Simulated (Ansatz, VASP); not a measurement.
## Two plane-wave programs on TiAl3

```
Ti Al
1.0
     5.60010    0.00000    0.00000
    -2.80005    4.84983    0.00000
     0.00000    0.00000    4.66901
Ti Al
2 6
Direct
  0.33333 0.66667 0.25000
  0.66667 0.33333 0.75000
  0.66926 0.83463 0.75000
  0.83463 0.16537 0.25000
  0.16537 0.33074 0.75000
  0.16537 0.83463 0.75000
  0.33074 0.16537 0.25000
  0.83463 0.66926 0.25000
```

Alike in both runs: functional PBE; k mesh 3 × 3 × 4; occupations gaussian, width 0.2 eV; no spin polarisation.

Ansatz relaxed the structure, and its values are those at the end. VASP's run is a single point on that final structure, the one shown.

```csv
,VASP,Ansatz
version,VASP 6.6.1,Ansatz 0.2.0
potentials or method,"VASP PAW PBE potentials, release 64 (Ti_sv, Al), cutoff 520 eV","scalar-relativistic, plane waves, PAW"
valence electrons in the cell,42,42
```

|  | VASP | Ansatz | Ansatz less VASP |
| --- | --- | --- | --- |
| gap on the k mesh at the Fermi level (eV) | none | none | - |
| pressure (GPa) | -0.1 | -0.1 | +0.03 |

A gap of «none» marks a metal or a gap that the smearing closes. With one functional, cell and mesh, what is left measures potentials, basis and numerics.

The k mesh is coarse, so the values compare programs but aren't converged.
